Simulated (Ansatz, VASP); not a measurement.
# Ni: VASP beside Ansatz

The input INCAR:

```
SYSTEM = Ni
PREC = Accurate
ENCUT = 600
EDIFF = 1E-6
ISMEAR = -1
SIGMA = 0.05
LREAL = .FALSE.
LASPH = .TRUE.
NELM = 100
ALGO = Normal
ISIF = 3
LWAVE = .FALSE.
LCHARG = .FALSE.
GGA = PE
IBRION = 2
NSW = 60
EDIFFG = -0.005
```

KPOINTS

```
Automatic mesh
0
G
  21 21 21
  0 0 0
```

The input POSCAR:

```
Ni
1.0
    0.0000000000      1.7597012234      1.7597012234
    1.7597012234      0.0000000000      1.7597012234
    1.7597012234      1.7597012234      0.0000000000
Ni
1
Direct
    0.0000000000      0.0000000000      0.0000000000
```

Input for Ansatz:

```yaml
crystal:
  lattice:
    - [0.0, 1.7597012234, 1.7597012234]
    - [1.7597012234, 0.0, 1.7597012234]
    - [1.7597012234, 1.7597012234, 0.0]
  atoms:
    - { symbol: Ni, position: [0.0, 0.0, 0.0] }
kpoints:
  mp_grid: { grid: [21, 21, 21] }
scf:
  occupations: { method: fermi_dirac, width: 0.05 }
hamiltonian:
  xc: pbe
  pseudopotentials: { kind: paw }
output:
  forces: true
  stress: true
relax:
  f_tol: 0.005
  max_steps: 40
  cell: {}
```

Alike in both runs: task relaxation of cell and atoms; functional PBE; k mesh 21 × 21 × 21; occupations fermi-dirac, width 0.05 eV; no spin polarisation.

|  | VASP | Ansatz |
| --- | --- | --- |
| version | VASP 6.6.1 | Ansatz 0.2.0 |
| potentials or method | VASP PAW PBE potentials, release 64 (Ni) | PAW with Ansatz's default frozen-core files, scalar-relativistic |
| plane-wave cutoff (eV) | 600 | 420 |
| valence electrons in the cell | 10 | 18 |

VASP gave:

```
relaxed volume (Å³/atom)                                     : 10.82
relaxed cell length with the largest relative difference (Å) : 2.483
```

Question: What did Ansatz give for the same quantities?

Answer: Relaxed volume (Å³/atom): 10.83; relaxed cell length with the largest relative difference (Å): 2.483.

VASP's potentials hold 10 valence electrons a cell and Ansatz's 18, so a difference there can come from the potentials and not from the codes.
